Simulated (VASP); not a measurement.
Wanted: the native input for a VASP 6.6.1 run.

```
Task                   : single point
Functional             : PBE
Dispersion             : D4
Potentials or basis    : VASP PAW PBE potentials, release 64 (Cd, O)
Cutoff                 : 600 eV
k mesh                 : 10 × 10 × 10
Occupations            : fermi-dirac, width 0.05 eV
Spin                   : no spin polarisation
Dipole correction      : no
Further INCAR settings : ALGO = Normal; EDIFF = 1e-06; NBANDS = 16
```

The structure of CdO (Monteponite) lies in POSCAR:

```
CdO
1.0
    0.0000000000      2.3177461075      2.3177461075
    2.3177461075      0.0000000000      2.3177461075
    2.3177461075      2.3177461075      0.0000000000
Cd O
1 1
Direct
    0.0000000000      0.0000000000      0.0000000000
    0.5000000000      0.5000000000      0.5000000000
```

The input as run:

INCAR

```
PREC = Accurate
ENCUT = 600
EDIFF = 1E-6
ISMEAR = -1
SIGMA = 0.05
LREAL = False
LASPH = True
NELM = 120
ALGO = Normal
ISIF = 2
LWAVE = False
LCHARG = True
GGA = PE
IVDW = 13
LELF = True
LVHAR = True
NBANDS = 16
GGA_COMPAT = False
```

KPOINTS

```
regular mesh
0
Gamma
  10 10 10
```

Potentials or basis: VASP PAW PBE potentials, release 64 (Cd, O).

The run is started by

```sh
$ cat potpaw_PBE.64/Cd/POTCAR potpaw_PBE.64/O/POTCAR > POTCAR
$ mpirun -np 1 vasp_std > vasp.out
```

Results of the run:

* Pressure: 10.7 GPa
* Band gap on the k mesh: zero (band 9 reaches 2.44 eV, above the bottom of band 10 at 2.09 eV)
* Dispersion energy per atom: -0.326 eV

Caveat: pairwise dispersion overbinds metals, which lowers pressure and volume.

Wall time 12 s on 1 thread of Intel(R) Xeon(R) 6975P-C (Granite Rapids) (shared host), peak memory 0.17 GiB.
